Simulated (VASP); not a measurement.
# MnF2 (P4_2/mnm) in VASP: further runs

The runs below take MnF2 through single point, with PBEsol+U.

Everything below comes from runs of VASP 6.6.1. Logs are shortened: lines on timing, memory, paths and dates and some standing lists are left out, and cuts for length are marked.

### Step 1. The cell of the first run

It takes space group P4_2/mnm (No. 136, tetragonal). Conventional cell: a = 4.873 Å, b = 4.873 Å, c = 3.310 Å, α = 90.00°, β = 90.00°, γ = 90.00°. Mn (site symmetry mmm) has 6 F at 2.10 to 2.13 Å within 2.8 Å. Within 2.8 Å of F (site symmetry m2m) lie 3 Mn at 2.10 to 2.13 Å and 1 F at 2.69 Å.

### Step 2. Single point, PBEsol+U, collinear spin, ferromagnetic start

INCAR reads:

```
PREC = Accurate ; ENCUT = 520
EDIFF = 1E-7 ; ISMEAR = 0
SIGMA = 0.05 ; LREAL = F
LASPH = T ; NELM = 150
ALGO = Normal ; ISIF = 2
LWAVE = F ; LCHARG = T
ISPIN = 2 ; MAGMOM = 0.95 2.81 0.06 0 0.06 0
LORBIT = 11 ; LMAXMIX = 4
LDAU = T ; LDAUTYPE = 2
LDAUL = 2 -1 ; LDAUU = 4 0
LDAUJ = 0 0 ; LDAUPRINT = 1
GGA = PS ; LELF = T
LVHAR = T ; NBANDS = 40
```

KPOINTS reads:

```
Automatic mesh
0
Gamma
  4 4 6
```

POSCAR reads:

```
MnF2
1.0
    4.8733996600      0.0000000000      0.0000000000
    0.0000000000      4.8733996600      0.0000000000
    0.0000000000      0.0000000000      3.3098997700
Mn F
2 4
Direct
    0.0000000000      0.0000000000      0.0000000000
    0.5000000000      0.5000000000      0.5000000000
    0.3050000000      0.3050000000      0.0000000000
    0.1950000000      0.8050000000      0.5000000000
    0.6950000000      0.6950000000      0.0000000000
    0.8050000000      0.1950000000      0.5000000000
```

Potentials or basis: VASP PAW PBE potentials, release 64 (Mn_pv, F).

Started as:

```bash
cat potpaw_PBE.64/Mn_pv/POTCAR potpaw_PBE.64/F/POTCAR > POTCAR
mpirun -np 1 vasp_std > vasp.out
```

OUTCAR:

```text
PREC = Accurate
   ENCUT = 520
   EDIFF = 1E-7
   ISMEAR = 0
   LREAL = F
   LASPH = T
   NELM = 150
   ISIF = 2
   ISPIN = 2
   LORBIT = 11
   GGA = PS

 ion  position               nearest neighbor table
   1  0.000  0.000  0.000-   3 2.10   5 2.10   4 2.13   6 2.13   4 2.13   6 2.13
   2  0.500  0.500  0.500-   4 2.10   6 2.10   5 2.13   3 2.13   3 2.13   5 2.13
   3  0.305  0.305  0.000-   1 2.10   2 2.13   2 2.13
   4  0.195  0.805  0.500-   2 2.10   1 2.13   1 2.13
   5  0.695  0.695  0.000-   1 2.10   2 2.13   2 2.13
   6  0.805  0.195  0.500-   2 2.10   1 2.13   1 2.13

  LATTYP: Found a simple tetragonal cell.
 ALAT       =     4.8733996600
 C/A-ratio  =     0.6791767556

  Lattice vectors:

 A1 = (   4.8733996600,   0.0000000000,   0.0000000000)
 A2 = (   0.0000000000,   4.8733996600,   0.0000000000)
 A3 = (   0.0000000000,   0.0000000000,   3.3098997700)

Analysis of symmetry for initial positions (statically):
=====================================================================
 Subroutine PRICEL returns:
 Original cell was already a primitive cell.

 Routine SETGRP: Setting up the symmetry group for a
 simple tetragonal supercell.

 Subroutine GETGRP returns: Found 16 space group operations
 (whereof  8 operations were pure point group operations)
 out of a pool of 16 trial point group operations.

The static configuration has the point symmetry D_2h.
 The point group associated with its full space group is D_4h.

Analysis of symmetry for dynamics (positions and initial velocities):
=====================================================================
 Subroutine PRICEL returns:
 Original cell was already a primitive cell.

 Routine SETGRP: Setting up the symmetry group for a
 simple tetragonal supercell.

 Subroutine GETGRP returns: Found 16 space group operations
 (whereof  8 operations were pure point group operations)
 out of a pool of 16 trial point group operations.

The dynamic configuration has the point symmetry D_2h.
 The point group associated with its full space group is D_4h.

Analysis of structural, dynamic, and magnetic symmetry:
=====================================================================
 Subroutine PRICEL returns:
 Original cell was already a primitive cell.

 Routine SETGRP: Setting up the symmetry group for a
 simple tetragonal supercell.

 Subroutine GETGRP returns: Found  8 space group operations
 (whereof  8 operations were pure point group operations)
 out of a pool of 16 trial point group operations.

The overall configuration has the point symmetry D_2h.

 Subroutine INISYM returns: Found  8 space group operations
 (whereof  8 operations are pure point group operations),
 and found     1 'primitive' translations

----------------------------------------------------------------------------------------

                                     Primitive cell

  volume of cell :      78.6102

  direct lattice vectors                    reciprocal lattice vectors
     4.873399660  0.000000000  0.000000000     0.205195566  0.000000000  0.000000000
     0.000000000  4.873399660  0.000000000     0.000000000  0.205195566  0.000000000
     0.000000000  0.000000000  3.309899770     0.000000000  0.000000000  0.302123952

  length of vectors
     4.873399660  4.873399660  3.309899770     0.205195566  0.205195566  0.302123952

  position of ions in fractional coordinates (direct lattice)
     0.000000000  0.000000000  0.000000000
     0.500000000  0.500000000  0.500000000
     0.305000000  0.305000000  0.000000000
     0.195000000  0.805000000  0.500000000
     0.695000000  0.695000000  0.000000000
     0.805000000  0.195000000  0.500000000

  ion indices of the primitive-cell ions
   primitive index   ion index
                 1           1
                 2           2
                 3           3
                 4           4
                 5           5
                 6           6

----------------------------------------------------------------------------------------
[... 99 lines left out ...]
   GGA     = PS    functional components
   LHFCALC =     F    Hartree Fock is set to
   AEXX    =    0.0000 exact exchange contribution
   IVDW    =     0    specifies the selected vdW correction
   LEPSILON=     F    determine dielectric tensor
   LRPA    =     F    only Hartree local field effects (RPA)
 spin polarized calculation
 Gauss-broadening in eV      SIGMA  =   0.05
  energy-cutoff  :      520.00
  volume of cell :       78.61
 maximum number of plane-waves:      2144
   NGX = 19   NGY = 19   NGZ = 13

 number of electron      54.0000033 magnetization       9.9998287

atom =   1  type =  1  l = 2

 onsite density matrix

spin component  1

  0.9704  0.0000 -0.0199  0.0000 -0.0000
  0.0000  0.9651  0.0000 -0.0171  0.0000
 -0.0199  0.0000  0.9598  0.0000 -0.0000
  0.0000 -0.0171  0.0000  0.9651  0.0000
 -0.0000  0.0000 -0.0000  0.0000  0.9479

spin component  2

  0.0442  0.0000 -0.0244  0.0000  0.0000
  0.0000  0.0361  0.0000 -0.0215  0.0000
 -0.0244  0.0000  0.0297  0.0000  0.0000
  0.0000 -0.0215  0.0000  0.0361  0.0000
  0.0000  0.0000  0.0000  0.0000  0.0134

 occupancies and eigenvectors

  o =  0.0115  v =  0.0000  0.0000  0.0000  0.0000  0.0000 -0.5978  0.0000 -0.8016  0.0000  0.0000      0.0000  0.0000  0.0000  0.0000  0.0000  0.0000  0.0000  0.0000  0.0000  0.0000
  o =  0.0134  v =  0.0000  0.0000  0.0000  0.0000  0.0000  0.0000  0.0000 -0.0000  0.0000 -1.0000      0.0000  0.0000  0.0000  0.0000  0.0000  0.0000  0.0000  0.0000  0.0000  0.0000
  o =  0.0146  v =  0.0000  0.0000  0.0000  0.0000  0.0000  0.0000 -0.7071  0.0000 -0.7071 -0.0000      0.0000  0.0000  0.0000  0.0000  0.0000  0.0000  0.0000  0.0000  0.0000  0.0000
  o =  0.0575  v =  0.0000  0.0000  0.0000  0.0000  0.0000  0.0000 -0.7071  0.0000  0.7071 -0.0000      0.0000  0.0000  0.0000  0.0000  0.0000  0.0000  0.0000  0.0000  0.0000  0.0000
  o =  0.0624  v =  0.0000  0.0000  0.0000  0.0000  0.0000 -0.8016  0.0000  0.5978  0.0000 -0.0000      0.0000  0.0000  0.0000  0.0000  0.0000  0.0000  0.0000  0.0000  0.0000  0.0000
  o =  0.9445  v = -0.6094  0.0000 -0.7929  0.0000 -0.0000  0.0000  0.0000  0.0000  0.0000  0.0000      0.0000  0.0000  0.0000  0.0000  0.0000  0.0000  0.0000  0.0000  0.0000  0.0000
  o =  0.9479  v = -0.0000 -0.0000 -0.0000 -0.0000  1.0000  0.0000  0.0000  0.0000  0.0000  0.0000      0.0000  0.0000  0.0000  0.0000  0.0000  0.0000  0.0000  0.0000  0.0000  0.0000
  o =  0.9480  v = -0.0000 -0.7071 -0.0000 -0.7071 -0.0000  0.0000  0.0000  0.0000  0.0000  0.0000      0.0000  0.0000  0.0000  0.0000  0.0000  0.0000  0.0000  0.0000  0.0000  0.0000
  o =  0.9822  v = -0.0000 -0.7071  0.0000  0.7071  0.0000  0.0000  0.0000  0.0000  0.0000  0.0000      0.0000  0.0000  0.0000  0.0000  0.0000  0.0000  0.0000  0.0000  0.0000  0.0000
  o =  0.9857  v = -0.7929  0.0000  0.6094 -0.0000 -0.0000  0.0000  0.0000  0.0000  0.0000  0.0000      0.0000  0.0000  0.0000  0.0000  0.0000  0.0000  0.0000  0.0000  0.0000  0.0000

atom =   2  type =  1  l = 2

 onsite density matrix

spin component  1

  0.9704  0.0000  0.0199  0.0000  0.0000
  0.0000  0.9651  0.0000  0.0171  0.0000
  0.0199  0.0000  0.9598  0.0000  0.0000
  0.0000  0.0171  0.0000  0.9651  0.0000
  0.0000  0.0000  0.0000  0.0000  0.9479

spin component  2

  0.0442  0.0000  0.0244  0.0000 -0.0000
  0.0000  0.0361  0.0000  0.0215  0.0000
  0.0244  0.0000  0.0297  0.0000 -0.0000
  0.0000  0.0215  0.0000  0.0361  0.0000
 -0.0000  0.0000 -0.0000  0.0000  0.0134

 occupancies and eigenvectors

  o =  0.0115  v =  0.0000  0.0000  0.0000  0.0000  0.0000 -0.5978 -0.0000  0.8017  0.0000  0.0000      0.0000  0.0000  0.0000  0.0000  0.0000  0.0000  0.0000  0.0000  0.0000  0.0000
  o =  0.0134  v =  0.0000  0.0000  0.0000  0.0000  0.0000 -0.0000 -0.0000  0.0000  0.0000 -1.0000      0.0000  0.0000  0.0000  0.0000  0.0000  0.0000  0.0000  0.0000  0.0000  0.0000
  o =  0.0146  v =  0.0000  0.0000  0.0000  0.0000  0.0000 -0.0000  0.7071 -0.0000 -0.7071 -0.0000      0.0000  0.0000  0.0000  0.0000  0.0000  0.0000  0.0000  0.0000  0.0000  0.0000
  o =  0.0575  v =  0.0000  0.0000  0.0000  0.0000  0.0000  0.0000 -0.7071  0.0000 -0.7071  0.0000      0.0000  0.0000  0.0000  0.0000  0.0000  0.0000  0.0000  0.0000  0.0000  0.0000
  o =  0.0624  v =  0.0000  0.0000  0.0000  0.0000  0.0000 -0.8017 -0.0000 -0.5978 -0.0000  0.0000      0.0000  0.0000  0.0000  0.0000  0.0000  0.0000  0.0000  0.0000  0.0000  0.0000
  o =  0.9445  v = -0.6094  0.0000  0.7929  0.0000 -0.0000  0.0000  0.0000  0.0000  0.0000  0.0000      0.0000  0.0000  0.0000  0.0000  0.0000  0.0000  0.0000  0.0000  0.0000  0.0000
  o =  0.9479  v = -0.0000 -0.0000  0.0000  0.0000  1.0000  0.0000  0.0000  0.0000  0.0000  0.0000      0.0000  0.0000  0.0000  0.0000  0.0000  0.0000  0.0000  0.0000  0.0000  0.0000
  o =  0.9480  v =  0.0000  0.7071  0.0000 -0.7071  0.0000  0.0000  0.0000  0.0000  0.0000  0.0000      0.0000  0.0000  0.0000  0.0000  0.0000  0.0000  0.0000  0.0000  0.0000  0.0000
  o =  0.9822  v =  0.0000 -0.7071  0.0000 -0.7071 -0.0000  0.0000  0.0000  0.0000  0.0000  0.0000      0.0000  0.0000  0.0000  0.0000  0.0000  0.0000  0.0000  0.0000  0.0000  0.0000
  o =  0.9857  v = -0.7929  0.0000 -0.6094  0.0000 -0.0000  0.0000  0.0000  0.0000  0.0000  0.0000      0.0000  0.0000  0.0000  0.0000  0.0000  0.0000  0.0000  0.0000  0.0000  0.0000

 number of electron      54.0000033 magnetization      10.0000457

 Free energy of the ion-electron system (eV)
  ---------------------------------------------------
  ext. energy  EPLUGINS =         0.00000000
  ---------------------------------------------------
  free energy    TOTEN  =       -39.11557558 eV

  energy without entropy =      -39.11557558  energy(sigma->0) =      -39.11557558

 E-fermi :   2.4057     XC(G=0):  -9.9852

 val. band max:        2.0322041636   @ k =   0.0000   0.0000   0.0000
 cond. band min:       4.2836782842   @ k =   0.0000   0.0000   0.0000
 fundamental gap:      2.2514741206
 Fermi energy:         2.4057097322

 spin component 1

 k-point     1 :       0.0000    0.0000    0.0000
  band No.  band energies     occupation
      1     -46.7172      1.00000
      2     -46.7172      1.00000
      3     -46.6596      1.00000
      4     -46.6596      1.00000
      5     -46.6549      1.00000
      6     -46.6530      1.00000
[... 2009 lines left out ...]
     38      14.9376      0.00000
     39      15.5202      0.00000

 [... further k-points ...]

 [bands above 39 left out]

------------------------ aborting loop because EDIFF is reached ----------------------------------------

  FORCE on cell =-STRESS in cart. coord.  units (eV):
  Direction    XX          YY          ZZ          XY          YZ          ZX
  --------------------------------------------------------------------------------------
  -------------------------------------------------------------------------------------
  Total        0.3360480      0.3360480      0.2522046     -0.0000404      0.0000000      0.0000000
  in kB        6.8490917      6.8490917      5.1402559     -0.0008243      0.0000000      0.0000000
  external PRESSURE =       6.2794798 kB  Pullay stress =       0.0000000 kB

 VOLUME and BASIS-vectors are now :
 -----------------------------------------------------------------------------
  energy-cutoff  :      520.00
  volume of cell :       78.61
      direct lattice vectors                 reciprocal lattice vectors
     4.873399660  0.000000000  0.000000000     0.205195566  0.000000000  0.000000000
     0.000000000  4.873399660  0.000000000     0.000000000  0.205195566  0.000000000
     0.000000000  0.000000000  3.309899770     0.000000000  0.000000000  0.302123952

 POSITION                                       TOTAL-FORCE (eV/Angst)
 -----------------------------------------------------------------------------------
      0.00000      0.00000      0.00000         0.000000      0.000000      0.000000
      2.43670      2.43670      1.65495         0.000000      0.000000      0.000000
      1.48639      1.48639      0.00000         0.005856      0.005856      0.000000
      0.95031      3.92309      1.65495        -0.005838      0.005838      0.000000
      3.38701      3.38701      0.00000        -0.005856     -0.005856      0.000000
      3.92309      0.95031      1.65495         0.005838     -0.005838      0.000000
 -----------------------------------------------------------------------------------
    total drift:                                0.000000      0.000000      0.000000

  FREE ENERGIE OF THE ION-ELECTRON SYSTEM (eV)
  ---------------------------------------------------
  free  energy   TOTEN  =       -39.1155755812 eV

  energy  without entropy=      -39.1155755812  energy(sigma->0) =      -39.11557558

 total charge

# of ion       s       p       d       tot
------------------------------------------
    1        0.168   6.152   4.949  11.268
    2        0.168   6.152   4.949  11.268
    3        1.731   4.363   0.000   6.094
    4        1.731   4.363   0.000   6.094
    5        1.731   4.363   0.000   6.094
    6        1.731   4.363   0.000   6.094
--------------------------------------------------
tot          7.260  29.757   9.897  46.914

 magnetization (x)

# of ion       s       p       d       tot
------------------------------------------
    1        0.024   0.023   4.639   4.685
    2        0.024   0.023   4.639   4.685
    3        0.006   0.047   0.000   0.054
    4        0.006   0.047   0.000   0.054
    5        0.006   0.047   0.000   0.054
    6        0.006   0.047   0.000   0.054
--------------------------------------------------
tot          0.073   0.234   9.278   9.585
```

Run time: 99 s. Hardware: 1 thread of Intel Xeon Platinum 8488C (Sapphire Rapids), shared host; peak memory 0.28 GiB.

What came out:

| Property | Result |
| --- | --- |
| Free energy | -39.1156 eV |
| Pressure | 0.6 GPa |
| Largest force | 0.008 eV/Å |
| Band gap on the k mesh | 2.25 eV |
| Net moment | 10.00 μB per cell |
| Site moments | Mn +4.68; F +0.05 μB |
| Valence electrons inside the program's atomic spheres | Mn 11.27; F 6.09 |

Forces in eV/Å, atoms in the order of the input:
```
Mn   0.000  0.000  0.000
Mn   0.000  0.000  0.000
F    0.006  0.006  0.000
F   -0.006  0.006  0.000
F   -0.006 -0.006  0.000
F    0.006 -0.006  0.000
```

Levels at points of the mesh, in eV from the valence-band top:
Spin up:
| k point | band 29 | band 30 | band 31 | band 32 | band 33 | band 34 | band 35 | band 36 |
| --- | --- | --- | --- | --- | --- | --- | --- | --- |
| (0.00, 0.00, 0.00) | -1.67 | -0.58 | -0.58 | 0.00 | 2.25 | 7.59 | 7.59 | 8.94 |
| (0.50, 0.00, 0.00) | -0.89 | -0.89 | -0.72 | -0.72 | 4.63 | 4.63 | 8.89 | 8.89 |
| (0.50, 0.50, 0.00) | -1.31 | -1.31 | -0.58 | -0.58 | 6.09 | 6.09 | 6.71 | 6.71 |
| (0.00, 0.00, 0.50) | -1.45 | -1.45 | -1.21 | -1.21 | 6.87 | 6.87 | 10.63 | 10.63 |
| (0.50, 0.00, 0.50) | -1.82 | -1.82 | -0.30 | -0.30 | 7.98 | 7.98 | 8.08 | 8.08 |
| (0.50, 0.50, 0.50) | -1.47 | -1.47 | -0.94 | -0.94 | 7.92 | 7.92 | 9.01 | 9.01 |
Spin down:
```tsv
k point	band 18	band 19	band 20	band 21	band 22	band 23	band 24	band 25	band 26	band 27
(0.00, 0.00, 0.00)	-4.47	-3.74	-3.35	-3.35	-3.05	3.18	4.56	5.02	5.23	5.29
(0.50, 0.00, 0.00)	-4.31	-4.09	-4.09	-3.38	-3.38	4.73	4.73	5.37	5.37	5.41
(0.50, 0.50, 0.00)	-4.18	-3.81	-3.81	-3.67	-3.67	4.69	4.69	5.31	5.31	5.41
(0.00, 0.00, 0.50)	-4.33	-3.96	-3.96	-3.73	-3.73	5.12	5.12	5.13	5.13	5.24
(0.50, 0.00, 0.50)	-4.49	-3.76	-3.76	-3.56	-3.56	4.81	4.81	5.22	5.22	5.59
(0.50, 0.50, 0.50)	-4.31	-3.52	-3.52	-3.45	-3.45	5.14	5.14	5.15	5.15	5.44
```

Eigenvalues of the final occupation matrices:
```
    site  spin  trace               eigenvalues
site 1 d     1   4.81  0.94 0.95 0.95 0.98 0.99
site 1 d     2   0.16  0.01 0.01 0.01 0.06 0.06
site 2 d     1   4.81  0.94 0.95 0.95 0.98 0.99
site 2 d     2   0.16  0.01 0.01 0.01 0.06 0.06
```

Caveat: the PAW data sets were made with another functional, which shifts forces and pressure a little; the run started ferromagnetic, and an antiferromagnetic order may lie lower in energy.

[end of part 1 of 2]
